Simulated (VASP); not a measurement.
Wanted: the native input for a VASP 6.6.1 run.

```
Task                   : single point
Functional             : PBE
Potentials or basis    : VASP PAW PBE potentials, release 64 (Hf_pv)
Cutoff                 : 520 eV
k mesh                 : 15 × 15 × 8
Occupations            : gaussian, width 0.1 eV
Spin                   : no spin polarisation
Dipole correction      : no
Further INCAR settings : ALGO = Fast; EDIFF = 1e-06; NBANDS = 17
```

The structure of Hf lies in POSCAR:

```
Hf
1.0
    3.1967000000      0.0000000000      0.0000000000
   -1.5983500000      2.7684234083      0.0000000000
    0.0000000000      0.0000000000      5.0578000000
Hf
2
Direct
    0.3333333333      0.6666666667      0.2500000000
    0.6666666667      0.3333333333      0.7500000000
```

One way to write it, as run:

INCAR

```
ALGO = Fast
EDIFF = 1E-6
ENCUT = 520
GGA = PE
ISIF = 2
ISMEAR = 0
LASPH = True
LCHARG = False
LREAL = False
LWAVE = False
NBANDS = 17
NELM = 80
PREC = Accurate
SIGMA = 0.1
```

KPOINTS

```
k-points
0
Gamma
  15 15 8
```

Potentials or basis: VASP PAW PBE potentials, release 64 (Hf_pv).

Run with:

```bash
$ cat potpaw_PBE.64/Hf_pv/POTCAR > POTCAR
$ mpirun -np 1 vasp_std > vasp.out
```

It gave:

| Item | Value |
| --- | --- |
| Pressure | 0.4 GPa |
| Band gap on the k mesh | zero (band 10 reaches 6.10 eV, above the bottom of band 11 at 4.48 eV) |

Caveat: spin-orbit coupling is left out, which moves the levels of the heavy elements.

Run time: 44 s on 1 thread of Intel(R) Xeon(R) Platinum 8488C (Sapphire Rapids), on a shared host, peak memory 0.21 GiB.
